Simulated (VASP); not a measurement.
Here is a VASP 6.6.1 calculation.

File INCAR:

```
SYSTEM = SiC
  PREC = Accurate
  ENCUT = 520
  EDIFF = 1E-7
  ISMEAR = -1
  SIGMA = 0.02
  LREAL = .False.
  LASPH = .True.
  NELM = 80
  ALGO = Normal
  ISIF = 2
  LWAVE = .False.
  LCHARG = .True.
  LELF = .True.
  LVHAR = .True.
  NBANDS = 16
```

File KPOINTS:

```
regular mesh
0
Gamma
  8 8 8
  0 0 0
```

POSCAR

```
SiC
1.0
    1.2669330388      0.7314641310      7.1782539203
   -1.2669330388      0.7314641310      7.1782539203
    0.0000000000     -1.4629282619      7.1782539203
C Si
2 2
Direct
    0.1767202019      0.1767202019      0.1767202019
    0.8232797981      0.8232797981      0.8232797981
    0.7286037273      0.7286037273      0.7286037273
    0.2713962727      0.2713962727      0.2713962727
```

Potentials or basis: VASP PAW LDA potentials, release 64 (C, Si).

Command:

```bash
$ cat potpaw_LDA.64/C/POTCAR potpaw_LDA.64/Si/POTCAR > POTCAR
$ mpirun -np 1 vasp_std > vasp.out
```

Question: What does it give for the pressure?

Answer: -3.4 GPa.

Question: Predict the band gap on the k mesh.

Answer: Zero (band 8 reaches 14.68 eV, above the bottom of band 9 at 8.20 eV).

Forces in eV/Å, atoms in the order of the input:
```
C    0.000  0.000 -0.412
C    0.000  0.000  0.412
Si   0.000  0.000 -0.090
Si   0.000  0.000  0.090
```
